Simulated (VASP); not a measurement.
# SiO2 (P4_2/mnm) in VASP: further runs

Runs on SiO2. Level: PBEsol. Tasks: electric field gradients.

Everything below comes from runs of VASP 6.6.1. Logs are shortened: lines on timing, memory, paths and dates and some standing lists are left out, and cuts for length are marked.

### 1 The cell of the first run

It takes space group P4_2/mnm (No. 136, tetragonal). Conventional cell: a = 4.235 Å, b = 4.235 Å, c = 2.703 Å, α = 90.00°, β = 90.00°, γ = 90.00°. Si (site symmetry mmm) has 6 O at 1.78 to 1.84 Å within 2.4 Å. O (site symmetry m2m) has 3 Si at 1.78 to 1.84 Å and 1 O at 2.32 Å within 2.4 Å.

### 2 Electric field gradients, PBEsol (volume scaled by 1.04)

INCAR reads:

```
SYSTEM = SiO2
ALGO = Normal
EDIFF = 1E-8
ENCUT = 520
GGA = PS
ISIF = 2
ISMEAR = -1
LASPH = .TRUE.
LCHARG = .FALSE.
LEFG = .TRUE.
LREAL = .FALSE.
LWAVE = .FALSE.
NBANDS = 25
NELM = 100
PREC = Accurate
SIGMA = 0.03
```

KPOINTS reads:

```
k-points
0
G
  6 6 9
  0 0 0
```

POSCAR reads:

```
SiO2
1.0
    4.2351076239      0.0000000000      0.0000000000
    0.0000000000      4.2351076239      0.0000000000
    0.0000000000      0.0000000000      2.7029066575
Si O
2 4
Direct
    0.0000000000      0.0000000000      0.0000000000
    0.5000000000      0.5000000000      0.5000000000
    0.3067000000      0.3067000000      0.0000000000
    0.1933000000      0.8067000000      0.5000000000
    0.6933000000      0.6933000000      0.0000000000
    0.8067000000      0.1933000000      0.5000000000
```

Potentials or basis: VASP PAW PBE potentials, release 64 (Si, O).

Launch:

```bash
$ cat potpaw_PBE.64/Si/POTCAR potpaw_PBE.64/O/POTCAR > POTCAR
$ mpirun -np 1 vasp_std > vasp.out
```

OUTCAR:

```text
SYSTEM = SiO2
   EDIFF = 1E-8
   ENCUT = 520
   GGA = PS
   ISIF = 2
   ISMEAR = -1
   LASPH = .TRUE.
   LREAL = .FALSE.
   NELM = 100
   PREC = Accurate

 ion  position               nearest neighbor table
   1  0.000  0.000  0.000-   4 1.78   6 1.78   4 1.78   6 1.78   5 1.84   3 1.84
   2  0.500  0.500  0.500-   3 1.78   5 1.78   3 1.78   5 1.78   4 1.84   6 1.84
   3  0.307  0.307  0.000-   2 1.78   2 1.78   1 1.84
   4  0.193  0.807  0.500-   1 1.78   1 1.78   2 1.84
   5  0.693  0.693  0.000-   2 1.78   2 1.78   1 1.84
   6  0.807  0.193  0.500-   1 1.78   1 1.78   2 1.84

  LATTYP: Found a simple tetragonal cell.
 ALAT       =     4.2351076239
 C/A-ratio  =     0.6382143968

  Lattice vectors:

 A1 = (   4.2351076239,   0.0000000000,   0.0000000000)
 A2 = (   0.0000000000,   4.2351076239,   0.0000000000)
 A3 = (   0.0000000000,   0.0000000000,   2.7029066575)

Analysis of symmetry for initial positions (statically):
=====================================================================
 Subroutine PRICEL returns:
 Original cell was already a primitive cell.

 Routine SETGRP: Setting up the symmetry group for a
 simple tetragonal supercell.

 Subroutine GETGRP returns: Found 16 space group operations
 (whereof  8 operations were pure point group operations)
 out of a pool of 16 trial point group operations.

The static configuration has the point symmetry D_2h.
 The point group associated with its full space group is D_4h.

Analysis of symmetry for dynamics (positions and initial velocities):
=====================================================================
 Subroutine PRICEL returns:
 Original cell was already a primitive cell.

 Routine SETGRP: Setting up the symmetry group for a
 simple tetragonal supercell.

 Subroutine GETGRP returns: Found 16 space group operations
 (whereof  8 operations were pure point group operations)
 out of a pool of 16 trial point group operations.

The dynamic configuration has the point symmetry D_2h.
 The point group associated with its full space group is D_4h.

 Subroutine INISYM returns: Found 16 space group operations
 (whereof  8 operations are pure point group operations),
 and found     1 'primitive' translations

----------------------------------------------------------------------------------------

                                     Primitive cell

  volume of cell :      48.4797

  direct lattice vectors                    reciprocal lattice vectors
     4.235107624  0.000000000  0.000000000     0.236121508  0.000000000  0.000000000
     0.000000000  4.235107624  0.000000000     0.000000000  0.236121508  0.000000000
     0.000000000  0.000000000  2.702906657     0.000000000  0.000000000  0.369972081

  length of vectors
     4.235107624  4.235107624  2.702906657     0.236121508  0.236121508  0.369972081

  position of ions in fractional coordinates (direct lattice)
     0.000000000  0.000000000  0.000000000
     0.500000000  0.500000000  0.500000000
     0.306700000  0.306700000  0.000000000
     0.193300000  0.806700000  0.500000000
     0.693300000  0.693300000  0.000000000
     0.806700000  0.193300000  0.500000000

  ion indices of the primitive-cell ions
   primitive index   ion index
                 1           1
                 2           2
                 3           3
                 4           4
                 5           5
                 6           6

----------------------------------------------------------------------------------------

 KPOINTS: k-points

Automatic generation of k-mesh.
 Grid dimensions read from file:
 generate k-points for:    6    6    9

 Generating k-lattice:

  Cartesian coordinates                     Fractional coordinates (reciprocal lattice)
[... 54 lines left out ...]
   ISPIN  =      1    spin polarized calculation?
   LNONCOLLINEAR =      F non collinear calculations
   LSORBIT =      F    spin-orbit coupling
   LASPH  =      T    aspherical Exc in radial PAW
   ENCUT  =  520.0 eV  38.22 Ry    6.18 a.u.   7.87  7.87  5.03*2*pi/ulx,y,z
   NELM   =    100;   NELMIN=  2; NELMDL= -5     # of ELM steps
   EDIFF  = 0.1E-07   stopping-criterion for ELM
   LREAL  =      F    real-space projection
   EDIFFG = 0.1E-06   stopping-criterion for IOM
   NSW    =      0    number of steps for IOM
   IBRION =     -1    ionic relax: 0-MD 1-quasi-New 2-CG
   NFREE  =      0    steps in history (QN), initial steepest desc. (CG)
   ISIF   =      2    stress and relaxation
   ISYM   =      2    0-nonsym 1-usesym 2-fastsym
   POTIM  = 0.5000    time-step for ionic-motion
   TEBEG  =    0.0;   TEEND  =   0.0 temperature during run
   PSTRESS=    0.0 pullay stress
   NELECT =      32.0000    total number of electrons
   NUPDOWN=      -1.0000    fix difference up-down
   EMIN   =  10.00;   EMAX   =-10.00  energy-range for DOS
   EFERMI =   0.00;   METHOD = LEGACY
   ISMEAR =    -1;   SIGMA  =   0.03  broadening in eV -4-tet -1-fermi 0-gaus
   EFERMI_NEDOS =   21; number of points for ismear=-14 and -15
   IALGO  =     38    algorithm
   IMIX   =      4    mixing-type and parameters
     AMIX     =   0.40;   BMIX     =  1.00
     AMIX_MAG =   1.60;   BMIX_MAG =  1.00
  volume/ion in A,a.u.               =       8.08        54.53
  Fermi-wavevector in a.u.,A,eV,Ry     =   1.425405  2.693624 27.644024  2.031778
  Thomas-Fermi vector in A             =   2.545792
   LORBIT       =      0    0 simple, 1 ext, 2 COOP (PROOUT), +10 PAW based schemes
   GGA     = PS    functional components
   LHFCALC =     F    Hartree Fock is set to
   AEXX    =    0.0000 exact exchange contribution
   IVDW    =     0    specifies the selected vdW correction
   LEPSILON=     F    determine dielectric tensor
   LRPA    =     F    only Hartree local field effects (RPA)
 non-spin polarized calculation
  energy-cutoff  :      520.00
  volume of cell :       48.48
 maximum number of plane-waves:      1324
 NGX is ok and might be reduce to    32
   NGX = 15   NGY = 15   NGZ = 11

 number of electron      31.9999993 magnetization

 Free energy of the ion-electron system (eV)
  ---------------------------------------------------
  ext. energy  EPLUGINS =         0.00000000
  ---------------------------------------------------
  free energy    TOTEN  =       -48.95860626 eV

  energy without entropy =      -48.95860626  energy(sigma->0) =      -48.95860626

 E-fermi :   8.2177     XC(G=0): -12.3195

 val. band max:        7.6143899042   @ k =   0.0000   0.0000   0.0000
 cond. band min:      12.5088267095   @ k =   0.0000   0.0000   0.0000
 fundamental gap:      4.8944368053
 Fermi energy:         8.2176520874

 k-point     1 :       0.0000    0.0000    0.0000
  band No.  band energies     occupation
      1     -14.5427      2.00000
      2     -11.0441      2.00000
      3     -11.0441      2.00000
      4     -10.8624      2.00000
      5      -3.0409      2.00000
      6       1.3525      2.00000
[... 661 lines left out ...]
     24      19.9273      0.00000
     25      21.1123      0.00000

 [... further k-points ...]

------------------------ aborting loop because EDIFF is reached ----------------------------------------

  FORCE on cell =-STRESS in cart. coord.  units (eV):
  Direction    XX          YY          ZZ          XY          YZ          ZX
  --------------------------------------------------------------------------------------
  -------------------------------------------------------------------------------------
  Total       -2.1425656     -2.1425656     -2.5467958      0.0000000      0.0000000      0.0000000
  in kB      -70.8083955    -70.8083955    -84.1675654      0.0000000      0.0000000      0.0000000
  external PRESSURE =     -75.2614522 kB  Pullay stress =       0.0000000 kB

 VOLUME and BASIS-vectors are now :
 -----------------------------------------------------------------------------
  energy-cutoff  :      520.00
  volume of cell :       48.48
      direct lattice vectors                 reciprocal lattice vectors
     4.235107624  0.000000000  0.000000000     0.236121508  0.000000000  0.000000000
     0.000000000  4.235107624  0.000000000     0.000000000  0.236121508  0.000000000
     0.000000000  0.000000000  2.702906657     0.000000000  0.000000000  0.369972081

 POSITION                                       TOTAL-FORCE (eV/Angst)
 -----------------------------------------------------------------------------------
      0.00000      0.00000      0.00000         0.000000      0.000000      0.000000
      2.11755      2.11755      1.35145         0.000000      0.000000      0.000000
      1.29891      1.29891      0.00000         0.027404      0.027404     -0.000000
      0.81865      3.41646      1.35145        -0.027404      0.027404     -0.000000
      2.93620      2.93620      0.00000        -0.027404     -0.027404      0.000000
      3.41646      0.81865      1.35145         0.027404     -0.027404      0.000000
 -----------------------------------------------------------------------------------
    total drift:                                0.000000      0.000000      0.000000

  FREE ENERGIE OF THE ION-ELECTRON SYSTEM (eV)
  ---------------------------------------------------
  free  energy   TOTEN  =       -48.9586062592 eV

  energy  without entropy=      -48.9586062592  energy(sigma->0) =      -48.95860626

 Electric field gradients (V/A^2)
---------------------------------------------------------------------
 ion       V_xx      V_yy      V_zz      V_xy      V_xz      V_yz
---------------------------------------------------------------------
   1       9.003     9.003   -18.005    12.920     0.000    -0.000
   2       9.003     9.003   -18.005   -12.920     0.000     0.000
   3     -24.184   -24.184    48.368    86.956    -0.000     0.000
   4     -24.184   -24.184    48.368   -86.956    -0.000     0.000
   5     -24.184   -24.184    48.368    86.956    -0.000    -0.000
   6     -24.184   -24.184    48.368   -86.956     0.000     0.000
---------------------------------------------------------------------

 Electric field gradients after diagonalization (V/A^2)
 (convention: |V_zz| > |V_xx| > |V_yy|)
----------------------------------------------------------------------
 ion       V_xx      V_yy      V_zz     asymmetry (V_yy - V_xx)/ V_zz
----------------------------------------------------------------------
   1     -18.005    -3.917    21.923       0.643
   2     -18.005    -3.917    21.923       0.643
   3      62.772    48.368  -111.140       0.130
   4      62.772    48.368  -111.140       0.130
   5      62.772    48.368  -111.140       0.130
   6      62.772    48.368  -111.140       0.130
----------------------------------------------------------------------

           NMR quadrupolar parameters

 Cq : quadrupolar parameter    Cq=e*Q*V_zz/h
 eta: asymmetry parameters     (V_yy - V_xx)/ V_zz
 Q  : nuclear electric quadrupole moment in mb (millibarn)
----------------------------------------------------------------------
 ion       Cq(MHz)       eta       Q (mb)
----------------------------------------------------------------------
   1       0.053       0.643       1.000
   2       0.053       0.643       1.000
   3      -0.269       0.130       1.000
   4      -0.269       0.130       1.000
   5      -0.269       0.130       1.000
   6      -0.269       0.130       1.000
----------------------------------------------------------------------
```

Wall time 37 s (1 thread of Intel Xeon Platinum 8259CL at 2.50GHz (Skylake/Cascade Lake), shared host); peak memory 0.17 GiB.

Results:

```
Free energy            : -48.9586 eV
Pressure               : -7.5 GPa
Largest force          : 0.039 eV/Å
Band gap on the k mesh : 4.89 eV, direct
```

Forces in eV/Å, atoms in the order of the input:
```
Si   0.000  0.000  0.000
Si   0.000  0.000  0.000
O    0.027  0.027  0.000
O   -0.027  0.027  0.000
O   -0.027 -0.027  0.000
O    0.027 -0.027  0.000
```

Electric field gradients, principal values (V/Å²):
| atom | least | middle | greatest (by size) |
| --- | --- | --- | --- |
| 1 Si | -3.917 | -18.005 | 21.923 |
| 2 Si | -3.917 | -18.005 | 21.923 |
| 3 O | 48.368 | 62.772 | -111.140 |
| 4 O | 48.368 | 62.772 | -111.140 |
| 5 O | 48.368 | 62.772 | -111.140 |
| 6 O | 48.368 | 62.772 | -111.140 |

Caveat: without QUAD_EFG the Cq values of the log hold for a quadrupole moment of 1 mb, not for the nuclei; the PAW data sets were made with another functional, which shifts forces and pressure a little. A k mesh can miss the band edges.

### 3 Electric field gradients, PBEsol (volume scaled by 1.06)

INCAR, as its differences from that of step 2:

```diff
@@ -13,3 +13,3 @@
 NBANDS = 25
-NELM = 100
+NELM = 60
 PREC = Accurate
```

KPOINTS is that of step 2.

POSCAR, as its differences from that of step 2:

```diff
@@ -2,5 +2,5 @@
 1.0
-    4.2351076239      0.0000000000      0.0000000000
-    0.0000000000      4.2351076239      0.0000000000
-    0.0000000000      0.0000000000      2.7029066575
+    4.2620835590      0.0000000000      0.0000000000
+    0.0000000000      4.2620835590      0.0000000000
+    0.0000000000      0.0000000000      2.7201230877
 Si O
```

Potentials or basis: VASP PAW PBE potentials, release 64 (Si, O).

Launch:

```bash
$ cat potpaw_PBE.64/Si/POTCAR potpaw_PBE.64/O/POTCAR > POTCAR
$ mpirun -np 1 vasp_std > vasp.out
```

OUTCAR:

```text
SYSTEM = SiO2
   EDIFF = 1E-8
   ENCUT = 520
   GGA = PS
   ISIF = 2
   ISMEAR = -1
   LASPH = .TRUE.
   LREAL = .FALSE.
   NELM = 60
   PREC = Accurate

 ion  position               nearest neighbor table
   1  0.000  0.000  0.000-   4 1.79   6 1.79   4 1.79   6 1.79   5 1.85   3 1.85
   2  0.500  0.500  0.500-   3 1.79   5 1.79   3 1.79   5 1.79   4 1.85   6 1.85
   3  0.307  0.307  0.000-   2 1.79   2 1.79   1 1.85
   4  0.193  0.807  0.500-   1 1.79   1 1.79   2 1.85
   5  0.693  0.693  0.000-   2 1.79   2 1.79   1 1.85
   6  0.807  0.193  0.500-   1 1.79   1 1.79   2 1.85

  LATTYP: Found a simple tetragonal cell.
 ALAT       =     4.2620835590
 C/A-ratio  =     0.6382143968

  Lattice vectors:

 A1 = (   4.2620835590,   0.0000000000,   0.0000000000)
 A2 = (   0.0000000000,   4.2620835590,   0.0000000000)
 A3 = (   0.0000000000,   0.0000000000,   2.7201230877)

Analysis of symmetry for initial positions (statically):
=====================================================================
 Subroutine PRICEL returns:
 Original cell was already a primitive cell.
[... 888 lines left out ...]
 -----------------------------------------------------------------------------------
    total drift:                                0.000000      0.000000      0.000000

  FREE ENERGIE OF THE ION-ELECTRON SYSTEM (eV)
  ---------------------------------------------------
  free  energy   TOTEN  =       -48.9013038822 eV

  energy  without entropy=      -48.9013038822  energy(sigma->0) =      -48.90130388

 Electric field gradients (V/A^2)
---------------------------------------------------------------------
 ion       V_xx      V_yy      V_zz      V_xy      V_xz      V_yz
---------------------------------------------------------------------
   1       8.902     8.902   -17.805    12.786     0.000    -0.000
   2       8.902     8.902   -17.805   -12.786     0.000     0.000
   3     -24.638   -24.638    49.275    88.637    -0.000    -0.000
   4     -24.638   -24.638    49.275   -88.637     0.000     0.000
   5     -24.638   -24.638    49.275    88.637    -0.000    -0.000
   6     -24.638   -24.638    49.275   -88.637     0.000     0.000
---------------------------------------------------------------------

 Electric field gradients after diagonalization (V/A^2)
 (convention: |V_zz| > |V_xx| > |V_yy|)
----------------------------------------------------------------------
 ion       V_xx      V_yy      V_zz     asymmetry (V_yy - V_xx)/ V_zz
----------------------------------------------------------------------
   1     -17.805    -3.883    21.688       0.642
   2     -17.805    -3.883    21.688       0.642
   3      64.000    49.275  -113.275       0.130
   4      64.000    49.275  -113.275       0.130
   5      64.000    49.275  -113.275       0.130
   6      64.000    49.275  -113.275       0.130
----------------------------------------------------------------------

           NMR quadrupolar parameters

 Cq : quadrupolar parameter    Cq=e*Q*V_zz/h
 eta: asymmetry parameters     (V_yy - V_xx)/ V_zz
 Q  : nuclear electric quadrupole moment in mb (millibarn)
----------------------------------------------------------------------
 ion       Cq(MHz)       eta       Q (mb)
----------------------------------------------------------------------
   1       0.052       0.642       1.000
   2       0.052       0.642       1.000
   3      -0.274       0.130       1.000
   4      -0.274       0.130       1.000
   5      -0.274       0.130       1.000
   6      -0.274       0.130       1.000
----------------------------------------------------------------------
```

Wall time 37 s (1 thread of Intel Xeon Platinum 8259CL at 2.50GHz (Skylake/Cascade Lake), shared host); peak memory 0.18 GiB.

What came out:

- Free energy: -48.9013 eV
- Pressure: -12.7 GPa
- Largest force: 0.162 eV/Å
- Band gap on the k mesh: 4.57 eV, direct

Forces on the atoms (eV/Å):
```
Si   0.000  0.000  0.000
Si   0.000  0.000  0.000
O    0.115  0.115  0.000
O   -0.115  0.115  0.000
O   -0.115 -0.115  0.000
O    0.115 -0.115  0.000
```

Stress tensor (GPa, compression positive):
```
-11.87   0.00   0.00
  0.00 -11.87   0.00
  0.00   0.00 -14.48
```

Electric field gradients, principal values (V/Å²):
```
atom   least   middle  greatest (by size)
1 Si  -3.883  -17.805              21.688
2 Si  -3.883  -17.805              21.688
 3 O  49.275   64.000            -113.275
 4 O  49.275   64.000            -113.275
 5 O  49.275   64.000            -113.275
 6 O  49.275   64.000            -113.275
```

Caveat: without QUAD_EFG the Cq values of the log hold for a quadrupole moment of 1 mb, not for the nuclei; the PAW data sets were made with another functional, which shifts forces and pressure a little.

(Continued in part 2 of 2.)
